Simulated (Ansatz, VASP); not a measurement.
**Two plane-wave programs on Si**

```
Si
1.0
    -3.20223    3.20223    1.85111
     3.20223   -3.20223    1.85111
     3.20223    3.20223   -1.85111
Si
4
Cartesian
  1.1454 1.1454 0.0000
  2.0568 2.0568 1.8511
  2.0568 -2.0568 1.8511
  -2.0568 2.0568 1.8511
```

Change from the starting cell: strain -0.030 along x and y, -0.030 along z, atoms carried along.

Alike in both runs: task single point; functional LDA; k mesh 10 × 10 × 10; occupations gaussian, width 0.03 eV; no spin polarisation.

```csv
,VASP,Ansatz
version,VASP 6.6.1,Ansatz 0.2.0
potentials or method,"VASP PAW LDA potentials, release 64 (Si), cutoff 520 eV","scalar-relativistic, plane waves, PAW"
valence electrons in the cell,16,16
```

VASP gave:

```
gap on the k mesh at the Fermi level (eV)                     : none
pressure (GPa)                                                : 9.9
traceless stress, the component that is largest in VASP (GPa) : 0.37
rms of the force components (eV/Å)                            : 0.079
```

Question: Which values does Ansatz return?

Answer: gap on the k mesh at the Fermi level (eV): none; pressure (GPa): 9.8; traceless stress, the component that is largest in VASP (GPa): 0.38; rms of the force components (eV/Å): 0.078.

LDA's correlation is that of Perdew and Zunger in VASP and of Perdew and Wang (1992) in Ansatz. Atom by atom the forces differ by 0.002 eV/Å (rms over components). A gap of «none» marks a metal or a gap that the smearing closes.
